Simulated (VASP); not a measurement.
# C18Se in VASP: a series of runs

C18Se is run at these levels: PBE; tasks: single point.

Program: VASP 6.6.1. These are calculated values, not measurements. Logs are shortened: lines on timing, memory, paths and dates and some standing lists are left out, and cuts for length are marked.

**1. The cell of the first run**

The cell holds a slab with vacuum, 19 atoms: a = 7.398 Å, b = 7.398 Å, c = 12.000 Å, α = 90.00°, β = 90.00°, γ = 120.00°.

**2. Single point, PBE**

INCAR

```
SYSTEM = C18Se
PREC = Accurate ; ENCUT = 520
EDIFF = 1E-7 ; ISMEAR = -1
SIGMA = 0.05 ; LREAL = Auto
LASPH = .TRUE. ; NELM = 60
ALGO = Normal ; ISIF = 2
LWAVE = .FALSE. ; LCHARG = .TRUE.
GGA = PE ; LELF = .TRUE.
LVHAR = .TRUE. ; NBANDS = 54
```

KPOINTS

```
regular mesh
0
G
  2 2 1
  0 0 0
```

POSCAR

```
C18Se
1.0
    7.3980000000      0.0000000000      0.0000000000
   -3.6990000000      6.4068560000      0.0000000000
    0.0000000000      0.0000000000     12.0000000000
C Se
18 1
Direct
    0.0029354841      0.0048395097      0.0788347705
    0.2258538145      0.1156853672      0.0791852900
   -0.0009061127      0.3372164715      0.0841996492
    0.2234359265      0.4458613263      0.1037973152
    0.0043918193      0.6732356202      0.0774612803
    0.2223775778      0.7837719179      0.0841504198
    0.3356750259      0.0053188713      0.0791288430
    0.5585928666      0.1161434770      0.0788601981
    0.3391490452      0.3372299718      0.0842273979
    0.5571127765      0.4477475841      0.0774697137
    0.3380612299      0.6751295783      0.1037966588
    0.5624052643      0.7837491793      0.0841837493
    0.6706689438      0.0053059802      0.0791773787
    0.8908608005      0.1156796801      0.0791755541
    0.6688566594      0.3367116308      0.0752135384
    0.8916504323      0.4477467168      0.0774891553
    0.6698521111      0.6732456898      0.0774541379
    0.8926468949      0.7842675990      0.0752120272
    0.2807233401      0.5604952286      0.2709823226
```

Potentials or basis: VASP PAW PBE potentials, release 64 (C, Se).

The run is started by

```bash
$ cat potpaw_PBE.64/C/POTCAR potpaw_PBE.64/Se/POTCAR > POTCAR
$ mpirun -np 1 vasp_std > vasp.out
```

OUTCAR:

```text
SYSTEM = C18Se
   PREC = Accurate
   ENCUT = 520
   EDIFF = 1E-7
   ISMEAR = -1
   LREAL = Auto
   LASPH = .TRUE.
   NELM = 60
   ISIF = 2
   GGA = PE

 ion  position               nearest neighbor table
   1  0.003  0.005  0.079-  18 1.41  14 1.43   2 1.43
   2  0.226  0.116  0.079-   7 1.41   9 1.42   1 1.43
   3  0.999  0.337  0.084-  16 1.40  14 1.42   4 1.46
   4  0.223  0.446  0.104-   9 1.46   3 1.46  11 1.47  19 2.14
   5  0.004  0.673  0.077-   6 1.40  18 1.43  16 1.44
   6  0.222  0.784  0.084-   5 1.40   7 1.42  11 1.46
   7  0.336  0.005  0.079-   2 1.41   6 1.42   8 1.43
   8  0.559  0.116  0.079-  15 1.41  13 1.43   7 1.43
   9  0.339  0.337  0.084-  10 1.40   2 1.42   4 1.46
  10  0.557  0.448  0.077-   9 1.40  15 1.43  17 1.44
  11  0.338  0.675  0.104-   6 1.46  12 1.46   4 1.47  19 2.14
  12  0.562  0.784  0.084-  17 1.40  13 1.42  11 1.46
  13  0.671  0.005  0.079-  14 1.41  12 1.42   8 1.43
  14  0.891  0.116  0.079-  13 1.41   3 1.42   1 1.43
  15  0.669  0.337  0.075-   8 1.41  10 1.43  16 1.43
  16  0.892  0.448  0.077-   3 1.40  15 1.43   5 1.44
  17  0.670  0.673  0.077-  12 1.40  18 1.43  10 1.44
  18  0.893  0.784  0.075-   1 1.41   5 1.43  17 1.43
  19  0.281  0.560  0.271-   4 2.14  11 2.14

  LATTYP: Found a hexagonal cell.
 ALAT       =     7.3980000000
 C/A-ratio  =     1.6220600162

  Lattice vectors:

 A1 = (   7.3980000000,   0.0000000000,   0.0000000000)
 A2 = (  -3.6990000000,   6.4068560000,   0.0000000000)
 A3 = (   0.0000000000,   0.0000000000,  12.0000000000)

Analysis of symmetry for initial positions (statically):
=====================================================================
 Subroutine PRICEL returns:
 Original cell was already a primitive cell.

 Routine SETGRP: Setting up the symmetry group for a
 hexagonal supercell.

 Subroutine GETGRP returns: Found  1 space group operations
 (whereof  1 operations were pure point group operations)
 out of a pool of 24 trial point group operations.

The static configuration has the point symmetry C_1 .

Analysis of symmetry for dynamics (positions and initial velocities):
=====================================================================
 Subroutine PRICEL returns:
 Original cell was already a primitive cell.

 Routine SETGRP: Setting up the symmetry group for a
 hexagonal supercell.

 Subroutine GETGRP returns: Found  1 space group operations
 (whereof  1 operations were pure point group operations)
 out of a pool of 24 trial point group operations.

The dynamic configuration has the point symmetry C_1 .

 Subroutine INISYM returns: Found  1 space group operations
 (whereof  1 operations are pure point group operations),
 and found     1 'primitive' translations

----------------------------------------------------------------------------------------

                                     Primitive cell

  volume of cell :     568.7750

  direct lattice vectors                    reciprocal lattice vectors
     7.398000000  0.000000000  0.000000000     0.135171668  0.078041398  0.000000000
    -3.699000000  6.406856000  0.000000000     0.000000000  0.156082796  0.000000000
     0.000000000  0.000000000 12.000000000     0.000000000  0.000000000  0.083333333

  length of vectors
     7.398000000  7.398000054 12.000000000     0.156082797  0.156082796  0.083333333

  position of ions in fractional coordinates (direct lattice)
     0.002935484  0.004839510  0.078834771
     0.225853814  0.115685367  0.079185290
     0.999093887  0.337216471  0.084199649
     0.223435927  0.445861326  0.103797315
     0.004391819  0.673235620  0.077461280
     0.222377578  0.783771918  0.084150420
[... 11 lines left out ...]
     0.892646895  0.784267599  0.075212027
     0.280723340  0.560495229  0.270982323

  ion indices of the primitive-cell ions
   primitive index   ion index
                 1           1
                 2           2
                 3           3
                 4           4
                 5           5
                 6           6
[... 11 lines left out ...]
                18          18
                19          19

----------------------------------------------------------------------------------------

 KPOINTS: regular mesh

Automatic generation of k-mesh.
 Grid dimensions read from file:
 generate k-points for:    2    2    1

 Generating k-lattice:

  Cartesian coordinates                     Fractional coordinates (reciprocal lattice)
     0.067585834  0.039020699  0.000000000     0.500000000  0.000000000  0.000000000
     0.000000000  0.078041398  0.000000000     0.000000000  0.500000000  0.000000000
     0.000000000  0.000000000  0.083333333     0.000000000  0.000000000  1.000000000

  Length of vectors
     0.078041399  0.078041398  0.083333333

  Shift w.r.t. Gamma in fractional coordinates (k-lattice)
     0.000000000  0.000000000  0.000000000

 Subroutine IBZKPT returns following result:
 ===========================================

 Found      4 irreducible k-points:

 Following reciprocal coordinates:
            Coordinates               Weight
  0.000000  0.000000  0.000000      1.000000
  0.500000  0.000000  0.000000      1.000000
  0.000000  0.500000  0.000000      1.000000
  0.500000  0.500000  0.000000      1.000000
   k-points           NKPTS =      4   k-points in BZ     NKDIM =      4   number of bands    NBANDS=     54
   number of dos      NEDOS =    301   number of ions     NIONS =     19
   total plane-waves  NPLWV = 282240
   dimension x,y,z NGX =    56 NGY =   56 NGZ =   90
   dimension x,y,z NGXF=   112 NGYF=  112 NGZF=  180
   ions per type =              18   1
   NGX,Y,Z   is equivalent  to a cutoff of  12.58, 12.58, 12.47 a.u.
   NGXF,Y,Z  is equivalent  to a cutoff of  25.17, 25.17, 24.94 a.u.
 SYSTEM =  C18Se
   PREC   = accura    normal or accurate (medium, high low for compatibility)
   ISTART =      0    job   : 0-new  1-cont  2-samecut
   ICHARG =      2    charge: 1-file 2-atom 10-const
   ISPIN  =      1    spin polarized calculation?
   LNONCOLLINEAR =      F non collinear calculations
   LSORBIT =      F    spin-orbit coupling
   LASPH  =      T    aspherical Exc in radial PAW
   ENCUT  =  520.0 eV  38.22 Ry    6.18 a.u.  13.76 13.76 22.31*2*pi/ulx,y,z
   NELM   =     60;   NELMIN=  2; NELMDL= -5     # of ELM steps
   EDIFF  = 0.1E-06   stopping-criterion for ELM
   LREAL  =      T    real-space projection
   EDIFFG = 0.1E-05   stopping-criterion for IOM
   NSW    =      0    number of steps for IOM
   IBRION =     -1    ionic relax: 0-MD 1-quasi-New 2-CG
   NFREE  =      0    steps in history (QN), initial steepest desc. (CG)
   ISIF   =      2    stress and relaxation
   ISYM   =      2    0-nonsym 1-usesym 2-fastsym
   POTIM  = 0.5000    time-step for ionic-motion
   TEBEG  =    0.0;   TEEND  =   0.0 temperature during run
   PSTRESS=    0.0 pullay stress
   NELECT =      78.0000    total number of electrons
   NUPDOWN=      -1.0000    fix difference up-down
   EMIN   =  10.00;   EMAX   =-10.00  energy-range for DOS
   EFERMI =   0.00;   METHOD = LEGACY
   ISMEAR =    -1;   SIGMA  =   0.05  broadening in eV -4-tet -1-fermi 0-gaus
   EFERMI_NEDOS =   21; number of points for ismear=-14 and -15
   IALGO  =     38    algorithm
   IMIX   =      4    mixing-type and parameters
     AMIX     =   0.40;   BMIX     =  1.00
     AMIX_MAG =   1.60;   BMIX_MAG =  1.00
  volume/ion in A,a.u.               =      29.94       202.01
  Fermi-wavevector in a.u.,A,eV,Ry     =   0.844228  1.595359  9.697146  0.712720
  Thomas-Fermi vector in A             =   1.959222
   LORBIT       =      0    0 simple, 1 ext, 2 COOP (PROOUT), +10 PAW based schemes
   GGA     = PE    functional components
[... 5 lines left out ...]
 non-spin polarized calculation
  energy-cutoff  :      520.00
  volume of cell :      568.78
 maximum number of plane-waves:     15363
 NGX is ok and might be reduce to    56
   NGX = 27   NGY = 27   NGZ = 45

 number of electron      78.0000003 magnetization

 Free energy of the ion-electron system (eV)
  ---------------------------------------------------
  ext. energy  EPLUGINS =         0.00000000
  ---------------------------------------------------
  free energy    TOTEN  =      -166.91940309 eV

  energy without entropy =     -166.90775611  energy(sigma->0) =     -166.91357960

 E-fermi :  -1.5934     XC(G=0):  -4.1561

 val. band max:       -1.7299088216   @ k =   0.0000   0.0000   0.0000
 cond. band min:      -1.4560183012   @ k =   0.0000   0.0000   0.0000
 fundamental gap:      0.2738905204
 Fermi energy:        -1.5934037961

 k-point     1 :       0.0000    0.0000    0.0000
  band No.  band energies     occupation
      1     -21.3002      2.00000
      2     -19.1651      2.00000
      3     -18.6738      2.00000
      4     -18.6705      2.00000
      5     -18.6335      2.00000
      6     -18.5629      2.00000
[... 43 lines left out ...]
     50       3.3277      0.00000
     51       3.9138      0.00000

 k-point     2 :       0.5000    0.0000    0.0000
  band No.  band energies     occupation
      1     -20.7807      2.00000
      2     -20.5129      2.00000
      3     -19.4381      2.00000
      4     -19.2249      2.00000
      5     -17.2385      2.00000
      6     -16.7896      2.00000
[... 43 lines left out ...]
     50       4.1652      0.00000
     51       4.2290      0.00000

 k-point     3 :       0.0000    0.5000    0.0000
  band No.  band energies     occupation
      1     -20.7544      2.00000
      2     -20.5472      2.00000
      3     -19.3796      2.00000
      4     -19.2910      2.00000
      5     -17.1294      2.00000
      6     -16.8756      2.00000
[... 43 lines left out ...]
     50       4.2655      0.00000
     51       4.4082      0.00000

 k-point     4 :       0.5000    0.5000    0.0000
  band No.  band energies     occupation
      1     -20.7807      2.00000
      2     -20.5129      2.00000
      3     -19.4380      2.00000
      4     -19.2249      2.00000
      5     -17.2386      2.00000
      6     -16.7895      2.00000
[... 43 lines left out ...]
     50       4.1655      0.00000
     51       4.2292      0.00000
 [bands above 51 left out]

------------------------ aborting loop because EDIFF is reached ----------------------------------------

  FORCE on cell =-STRESS in cart. coord.  units (eV):
  Direction    XX          YY          ZZ          XY          YZ          ZX
  --------------------------------------------------------------------------------------
  -------------------------------------------------------------------------------------
  Total        2.1827273      3.8617772     -0.0413162     -0.0099296      0.0023121     -0.0005447
  in kB        6.1485050     10.8782056     -0.1163832     -0.0279705      0.0065129     -0.0015342
  external PRESSURE =       5.6367758 kB  Pullay stress =       0.0000000 kB

 VOLUME and BASIS-vectors are now :
 -----------------------------------------------------------------------------
  energy-cutoff  :      520.00
  volume of cell :      568.78
      direct lattice vectors                 reciprocal lattice vectors
     7.398000000  0.000000000  0.000000000     0.135171668  0.078041398  0.000000000
    -3.699000000  6.406856000  0.000000000     0.000000000  0.156082796  0.000000000
     0.000000000  0.000000000 12.000000000     0.000000000  0.000000000  0.083333333

 POSITION                                       TOTAL-FORCE (eV/Angst)
 -----------------------------------------------------------------------------------
      0.00382      0.03101      0.94602         0.001642      0.009592      0.007630
      1.24295      0.74118      0.95022        -0.002192     -0.001853     -0.003741
      6.14393      2.16050      1.01040         0.006308     -0.002265     -0.003598
      0.00374      2.85657      1.24557        -0.007083     -0.007383      0.004000
     -2.45781      4.31332      0.92954         0.002276     -0.007273     -0.000657
     -1.25402      5.02151      1.00981         0.001526      0.008267     -0.000275
[... 11 lines left out ...]
      3.70280      5.02469      0.90254        -0.003420     -0.007532     -0.014853
      0.00352      3.59101      3.25179         0.000990     -0.000114      0.028896
 -----------------------------------------------------------------------------------
    total drift:                                0.018858      0.033246     -0.010063

  FREE ENERGIE OF THE ION-ELECTRON SYSTEM (eV)
  ---------------------------------------------------
  free  energy   TOTEN  =      -166.9194030879 eV

  energy  without entropy=     -166.9077561117  energy(sigma->0) =     -166.91357960
```

It took 6.5 min on 1 thread of Intel Xeon Platinum 8259CL at 2.50GHz (Skylake/Cascade Lake), shared host; peak memory 0.58 GiB.

What came out:

| Item | Value |
| --- | --- |
| Free energy | -166.9194 eV |
| Largest force | 0.029 eV/Å |
| Band gap on the k mesh | 0.27 eV, direct |

Forces in eV/Å, atoms in the order of the input:
```
C    0.002  0.010  0.008
C   -0.002 -0.002 -0.004
C    0.006 -0.002 -0.004
C   -0.007 -0.007  0.004
C    0.002 -0.007 -0.001
C    0.002  0.008  0.000
C    0.006 -0.004  0.007
C   -0.004 -0.009 -0.003
C   -0.002 -0.009 -0.007
C    0.009  0.012 -0.002
C    0.006  0.017 -0.001
C   -0.011  0.012 -0.003
C   -0.007 -0.003 -0.001
C    0.001 -0.003  0.000
C    0.004  0.002 -0.005
C   -0.007  0.003 -0.006
C    0.006 -0.011  0.004
C   -0.003 -0.008 -0.015
Se   0.001  0.000  0.029
```

Levels at points of the mesh, in eV from the valence-band top:
| k point | band 37 | band 38 | band 39 | band 40 | band 41 | band 42 |
| --- | --- | --- | --- | --- | --- | --- |
| (0.00, 0.00, 0.00) | -0.95 | -0.84 | 0.00 | 0.27 | 0.78 | 2.06 |
| (0.50, 0.00, 0.00) | -2.29 | -0.85 | -0.82 | 0.99 | 1.92 | 2.53 |
| (0.00, 0.50, 0.00) | -2.35 | -0.82 | -0.51 | 0.48 | 2.20 | 2.43 |
| (0.50, 0.50, 0.00) | -2.29 | -0.85 | -0.82 | 0.99 | 1.92 | 2.53 |

Caveat: the k points lie up to 0.49 Å⁻¹ apart.

**3. Single point, PBE**

INCAR

```
ALGO = Normal
EDIFF = 1E-6
ENCUT = 520
GGA = PE
ISIF = 2
ISMEAR = -1
LASPH = True
LCHARG = True
LELF = True
LREAL = Auto
LVHAR = True
LWAVE = False
NBANDS = 54
NELM = 100
PREC = Accurate
SIGMA = 0.05
```

KPOINTS

```
k-points
0
Gamma
  2 2 1
```

POSCAR

```
C18Se
1.0
    7.3980000000      0.0000000000      0.0000000000
   -3.6990000000      6.4068560000      0.0000000000
    0.0000000000      0.0000000000     12.0000000000
C Se
18 1
Direct
    0.0029354315      0.0048395032      0.0788347500
    0.2258538076      0.1156854470      0.0791852500
   -0.0009061216      0.3372164132      0.0841996667
    0.2234359104      0.4458612774      0.1037973333
    0.0043918286      0.6732356713      0.0774612500
    0.2223775928      0.7837719468      0.0841504167
    0.3356749615      0.0053188334      0.0791288333
    0.5585928618      0.1161435500      0.0788601667
    0.3391490594      0.3372299924      0.0842274167
    0.5571127525      0.4477475379      0.0774697500
    0.3380612755      0.6751295799      0.1037966667
    0.5624052633      0.7837491587      0.0841837500
    0.6706689676      0.0053060347      0.0791774167
    0.8908607876      0.1156796719      0.0791755833
    0.6688566317      0.3367116414      0.0752135000
    0.8916504807      0.4477467575      0.0774891667
    0.6698520814      0.6732456606      0.0774541667
    0.8926469445      0.7842676658      0.0752120000
    0.2807232664      0.5604951945      0.2709823333
```

Potentials or basis: VASP PAW PBE potentials, release 64 (C, Se).

The run is started by

```bash
$ cat potpaw_PBE.64/C/POTCAR potpaw_PBE.64/Se/POTCAR > POTCAR
$ mpirun -np 1 vasp_std > vasp.out
```

Wall time 7.6 min (1 thread of Intel Xeon Platinum 8259CL at 2.50GHz (Skylake/Cascade Lake), shared host); peak memory 0.58 GiB.

Results (log left out):

* Free energy: -166.9194 eV
* Largest force: 0.029 eV/Å
* Band gap on the k mesh: 0.27 eV, direct

Forces on the atoms (eV/Å):
```
C    0.002  0.010  0.008
C   -0.002 -0.002 -0.004
C    0.006 -0.002 -0.004
C   -0.007 -0.007  0.004
C    0.002 -0.007 -0.001
C    0.002  0.008  0.000
C    0.006 -0.004  0.007
C   -0.004 -0.009 -0.003
C   -0.002 -0.009 -0.007
C    0.009  0.012 -0.002
C    0.006  0.017 -0.001
C   -0.011  0.012 -0.003
C   -0.007 -0.003 -0.001
C    0.001 -0.003  0.000
C    0.004  0.002 -0.005
C   -0.007  0.003 -0.006
C    0.006 -0.011  0.004
C   -0.003 -0.008 -0.015
Se   0.001  0.000  0.029
```

Levels at points of the mesh, in eV from the valence-band top:
```csv
k point,band 37,band 38,band 39,band 40,band 41,band 42
"(0.00, 0.00, 0.00)",-0.95,-0.84,0.00,0.27,0.78,2.06
"(0.50, 0.00, 0.00)",-2.29,-0.85,-0.82,0.99,1.92,2.53
"(0.00, 0.50, 0.00)",-2.35,-0.82,-0.51,0.48,2.20,2.43
"(0.50, 0.50, 0.00)",-2.29,-0.85,-0.82,0.99,1.92,2.53
```

Caveat: the k points lie up to 0.49 Å⁻¹ apart.

(Part 1 of 2 ends here.)
